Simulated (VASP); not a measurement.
# V (Im-3m) in VASP: notebook, part 2 of 2

VASP 6.6.1. Earlier steps stand in the parts before.

### Step 3. Single point, r2SCAN

File POSCAR:

```
V
1.0
   -1.4917693513      1.4917693513      1.4917693513
    1.4917693513     -1.4917693513      1.4917693513
    1.4917693513      1.4917693513     -1.4917693513
V
1
Direct
    0.0000000000      0.0000000000      0.0000000000
```

File INCAR.step1:

```
ALGO = Normal ; EDIFF = 1E-4
ENCUT = 520 ; GGA = PE
ISMEAR = 1 ; LASPH = T
LCHARG = F ; LREAL = F
LWAVE = T ; NBANDS = 12
NELM = 100 ; PREC = Accurate
SIGMA = 0.01
```

File INCAR.step2:

```
ALGO = Normal ; EDIFF = 1E-6
ENCUT = 520 ; ISIF = 2
ISMEAR = 1 ; ISTART = 1
LASPH = T ; LCHARG = F
LMIXTAU = T ; LREAL = F
LWAVE = F ; METAGGA = R2SCAN
NBANDS = 12 ; NELM = 100
PREC = Accurate ; SIGMA = 0.01
```

File KPOINTS:

```
k-points
0
Gamma
  15 15 15
```

Potentials or basis: VASP PAW PBE potentials, release 64 (V_sv).

Run with:

```bash
cat potpaw_PBE.64/V_sv/POTCAR > POTCAR
cp INCAR.step1 INCAR
mpirun -np 1 vasp_std > vasp.out
cp INCAR.step2 INCAR
mpirun -np 1 vasp_std > vasp.out
```

Wall time 42 s (1 thread of AMD EPYC 9R45 (Zen 5), shared host); peak memory 0.11 GiB.

Results (log left out):

| Property | Result |
| --- | --- |
| Free energy | -14.1301 eV |
| Pressure | -0.2 GPa |

Levels at points of the mesh, in eV from the Fermi level:
```csv
k point,band 4,band 5,band 6,band 7,band 8,band 9
"(0.00, 0.00, 0.00)",-38.42,-7.10,0.49,0.49,0.49,2.71
```

Caveat: the PAW data sets were made with another functional, which shifts forces and pressure a little.

### Step 4. Single point, r2SCAN

POSCAR is that of step 3.

File INCAR.step1:

```
SYSTEM = V
  ALGO = Normal
  EDIFF = 1E-4
  ENCUT = 520
  GGA = PE
  ISMEAR = 1
  LASPH = .True.
  LCHARG = .False.
  LREAL = .False.
  LWAVE = .True.
  NBANDS = 12
  NELM = 80
  PREC = Accurate
  SIGMA = 0.03
```

File INCAR.step2:

```
SYSTEM = V
  ALGO = Normal
  EDIFF = 1E-6
  ENCUT = 520
  ISIF = 2
  ISMEAR = 1
  ISTART = 1
  LASPH = .True.
  LCHARG = .False.
  LMIXTAU = .True.
  LREAL = .False.
  LWAVE = .False.
  METAGGA = R2SCAN
  NBANDS = 12
  NELM = 80
  PREC = Accurate
  SIGMA = 0.03
```

File KPOINTS:

```
k-points
0
Gamma
  15 15 15
  0 0 0
```

Run with:

```bash
cat potpaw_PBE.64/V_sv/POTCAR > POTCAR
cp INCAR.step1 INCAR
mpirun -np 1 vasp_std > vasp.out
cp INCAR.step2 INCAR
mpirun -np 1 vasp_std > vasp.out
```

It took 40 s on 1 thread of AMD EPYC 9R45 (Zen 5), shared host; peak memory 0.11 GiB.

Results (log left out):

| Quantity | Value |
| --- | --- |
| Free energy | -14.1302 eV |
| Pressure | -0.1 GPa |

Levels at points of the mesh, in eV from the Fermi level:
```
           k point  band 4  band 5  band 6  band 7  band 8  band 9
(0.00, 0.00, 0.00)  -38.42   -7.10    0.49    0.49    0.49    2.71
```

Caveat: the PAW data sets were made with another functional, which shifts forces and pressure a little.

### Step 5. Single point, r2SCAN

POSCAR is that of step 4.

File INCAR.step1:

```
SYSTEM = V
ALGO = Normal ; EDIFF = 1E-4
ENCUT = 520 ; GGA = PE
ISMEAR = 1 ; LASPH = .True.
LCHARG = .False. ; LREAL = .False.
LWAVE = .True. ; NBANDS = 12
NELM = 80 ; PREC = Accurate
SIGMA = 0.1
```

File INCAR.step2:

```
SYSTEM = V
ALGO = Normal ; EDIFF = 1E-6
ENCUT = 520 ; ISIF = 2
ISMEAR = 1 ; ISTART = 1
LASPH = .True. ; LCHARG = .False.
LMIXTAU = .True. ; LREAL = .False.
LWAVE = .False. ; METAGGA = R2SCAN
NBANDS = 12 ; NELM = 80
PREC = Accurate ; SIGMA = 0.1
```

KPOINTS is that of step 4.

Potentials or basis: VASP PAW PBE potentials, release 64 (V_sv).

Run with:

```bash
cat potpaw_PBE.64/V_sv/POTCAR > POTCAR
cp INCAR.step1 INCAR
mpirun -np 1 vasp_std > vasp.out
cp INCAR.step2 INCAR
mpirun -np 1 vasp_std > vasp.out
```

OUTCAR:

```text
SYSTEM = V
   EDIFF = 1E-6
   ENCUT = 520
   ISIF = 2
   ISMEAR = 1
   ISTART = 1
   LASPH = .True.
   LREAL = .False.
   METAGGA = R2SCAN
   NELM = 80
   PREC = Accurate

 ion  position               nearest neighbor table
   1  0.000  0.000  0.000-

  LATTYP: Found a body centered cubic cell.
 ALAT       =     2.9835387026

  Lattice vectors:

 A1 = (  -1.4917693513,   1.4917693513,   1.4917693513)
 A2 = (   1.4917693513,  -1.4917693513,   1.4917693513)
 A3 = (   1.4917693513,   1.4917693513,  -1.4917693513)

Analysis of symmetry for initial positions (statically):
=====================================================================
 Subroutine PRICEL returns:
 Original cell was already a primitive cell.

 Routine SETGRP: Setting up the symmetry group for a
 body centered cubic supercell.

 Subroutine GETGRP returns: Found 48 space group operations
 (whereof 48 operations were pure point group operations)
 out of a pool of 48 trial point group operations.

The static configuration has the point symmetry O_h .

Analysis of symmetry for dynamics (positions and initial velocities):
=====================================================================
[... 161 lines left out ...]
 Fermi energy:         9.8452529646

 k-point     1 :       0.0000    0.0000    0.0000
  band No.  band energies     occupation
      1     -56.4501      2.00000
      2     -28.5773      2.00000
      3     -28.5772      2.00000
      4     -28.5772      2.00000
      5       2.7513      2.00000
      6      10.3360     -0.00000
      7      10.3360     -0.00000
      8      10.3360     -0.00000
      9      12.5524      0.00000
     10      12.5524      0.00000
     11      31.1958      0.00000
     12      31.1958      0.00000
[... 331 lines left out ...]
 k-point    24 :       0.4000    0.2000    0.0000
  band No.  band energies     occupation
      1     -56.2140      2.00000
      2     -29.4355      2.00000
      3     -29.0210      2.00000
      4     -28.6746      2.00000
      5       7.3758      2.00000
      6       8.7166      2.00000
      7       9.6933      2.05355
      8      12.4615      0.00000
      9      13.1229      0.00000
     10      16.5606      0.00000
     11      20.4751      0.00000
     12      23.9473      0.00000

 [... further k-points ...]
[... 5 lines left out ...]
  --------------------------------------------------------------------------------------
  -------------------------------------------------------------------------------------
  Total        0.0027190      0.0027190      0.0027190      0.0000000      0.0000000      0.0000000
  in kB        0.3280613      0.3280613      0.3280613      0.0000000      0.0000000      0.0000000
  external PRESSURE =       0.3280613 kB  Pullay stress =       0.0000000 kB

 VOLUME and BASIS-vectors are now :
 -----------------------------------------------------------------------------
  energy-cutoff  :      520.00
  volume of cell :       13.28
      direct lattice vectors                 reciprocal lattice vectors
    -1.491769351  1.491769351  1.491769351     0.000000000  0.335172458  0.335172458
     1.491769351 -1.491769351  1.491769351     0.335172458  0.000000000  0.335172458
     1.491769351  1.491769351 -1.491769351     0.335172458  0.335172458  0.000000000

 POSITION                                       TOTAL-FORCE (eV/Angst)
 -----------------------------------------------------------------------------------
      0.00000      0.00000      0.00000        -0.000000     -0.000000      0.000000
 -----------------------------------------------------------------------------------
    total drift:                                0.000000     -0.000000      0.000000

  FREE ENERGIE OF THE ION-ELECTRON SYSTEM (eV)
  ---------------------------------------------------
  free  energy   TOTEN  =       -14.1304769854 eV

  energy  without entropy=      -14.1303696030  energy(sigma->0) =      -14.13044119
```

OSZICAR.step1:

```text
N       E                     dE             d eps       ncg     rms          rms(c)
DAV:   1     0.911499592046E+02    0.91150E+02   -0.70098E+03  2892   0.118E+03
DAV:   2    -0.908601973286E+01   -0.10024E+03   -0.97351E+02  2924   0.332E+02
DAV:   3    -0.103496595470E+02   -0.12636E+01   -0.12608E+01  3232   0.436E+01
DAV:   4    -0.103560898552E+02   -0.64303E-02   -0.64302E-02  3108   0.330E+00
DAV:   5    -0.103561686107E+02   -0.78756E-04   -0.78757E-04  3148   0.344E-01    0.187E+01
DAV:   6    -0.901894049962E+01    0.13372E+01   -0.30241E+00  2996   0.290E+01    0.178E+00
DAV:   7    -0.900154898926E+01    0.17392E-01   -0.25715E-02  3004   0.198E+00    0.105E+00
DAV:   8    -0.899336623682E+01    0.81828E-02   -0.44346E-03  3096   0.999E-01    0.615E-02
DAV:   9    -0.899341138391E+01   -0.45147E-04   -0.13177E-04  2528   0.167E-01
   1 F= -.89934114E+01 E0= -.89938308E+01  d E =0.125821E-02
```

Wall time 39 s (1 thread of AMD EPYC 9R45 (Zen 5), shared host); peak memory 0.11 GiB.

Results:

| Quantity | Value |
| --- | --- |
| Free energy | -14.1305 eV |
| Pressure | 0.0 GPa |

Caveat: the PAW data sets were made with another functional, which shifts forces and pressure a little.

### Step 6. Summary

| smearing | gap on the mesh (eV) | pressure (GPa) |
| --- | --- | --- |
| gaussian 1 eV | none | 4.7 |
| methfessel-paxton 0.01 eV | none | -0.2 |
| methfessel-paxton 0.03 eV | none | -0.1 |
| methfessel-paxton 0.1 eV | none | 0.0 |

Alike in all rows: task single point; level r2SCAN; potentials or basis VASP PAW PBE potentials, release 64 (V_sv); no spin polarisation; cell as given; k mesh 15 × 15 × 15; cutoff (eV) 520.

Every run on the cell as given and a fine mesh finds a metal.

Caveats: the PAW data sets were made with another functional, which shifts forces and pressure a little.

Absolute energies hang on the potentials; compare differences alone.
